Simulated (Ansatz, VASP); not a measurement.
MnO: VASP beside Ansatz

```
Mn O
1.0
     0.00000    2.25124    2.25124
     2.25124    0.00000    2.25124
     2.25124    2.25124    0.00000
Mn O
1 1
Direct
  0.00000 0.00000 0.00000
  0.50000 0.50000 0.50000
```

Change from the starting cell: volume scaled by 1.04, crystal datasets.

Alike in both runs: task electric field gradients; functional PBE; k mesh 16 × 16 × 16; occupations fermi-dirac, width 0.05 eV; collinear spin.

```csv
,VASP,Ansatz
version,VASP 6.6.1,Ansatz 0.2.0
potentials or method,"VASP PAW PBE potentials, release 64 (Mn_pv, O), cutoff 520 eV","all-electron PAW with datasets made for the crystal, scalar-relativistic"
```

|  | VASP | Ansatz | Ansatz less VASP |
| --- | --- | --- | --- |
| pressure (GPa) | -4.1 | -4.2 | -0.14 |
| net moment per atom (μB) | 2.42 | 2.42 | 0.000 |
| size of the moment on the site where the two differ most (μB) | 4.39 | 4.13 | -0.259 |

Site moments also hang on the region over which each program counts them. Ansatz ran all-electron here, and VASP with PAW potentials.
